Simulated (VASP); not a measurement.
Wanted: the native input for a VASP 6.6.1 run.

```yaml
Task: single point
Functional: PBEsol
Potentials_or_basis: VASP PAW PBE potentials, release 64 (Ga_d, As)
Cutoff: 520 eV
k_mesh: 8 × 8 × 8
Occupations: gaussian, width 0.01 eV
Spin: no spin polarisation
Dipole_correction: no
Further_INCAR_settings: ALGO = Normal; EDIFF = 1e-06; NBANDS = 16
```

The structure of GaAs lies in POSCAR:

```
GaAs
1.0
    2.8008558155      2.8008558155      0.0000000000
   -2.8008558155      2.8008558155      0.0000000000
    0.0000000000      2.8008558155      2.8461221721
Ga As
1 1
Direct
    0.0000000000      0.0000000000      0.0000000000
    0.7500000000      0.2500000000      0.5000000000
```

This cell differs from its parent crystal: in-plane strain -0.01.

These files were run (other wordings do the same):

INCAR

```
SYSTEM = GaAs
  PREC = Accurate
  ENCUT = 520
  EDIFF = 1E-6
  ISMEAR = 0
  SIGMA = 0.01
  LREAL = .False.
  LASPH = .True.
  NELM = 80
  ALGO = Normal
  ISIF = 2
  LWAVE = .False.
  LCHARG = .False.
  GGA = PS
  NBANDS = 16
```

KPOINTS

```
Automatic mesh
0
Gamma
  8 8 8
  0 0 0
```

Potentials or basis: VASP PAW PBE potentials, release 64 (Ga_d, As).

Launch:

```bash
$ cat potpaw_PBE.64/Ga_d/POTCAR potpaw_PBE.64/As/POTCAR > POTCAR
$ mpirun -np 1 vasp_std > vasp.out
```

It gave:

```yaml
Pressure: 1.2 GPa
Band_gap_on_the_k_mesh: 0.51 eV, direct
```

Caveat: the cell differs from its parent crystal (in-plane strain -0.01); the PAW data sets were made with another functional, which shifts forces and pressure a little.

Wall time 80 s on 1 thread of AMD EPYC 7R13 (shared host), peak memory 0.16 GiB.
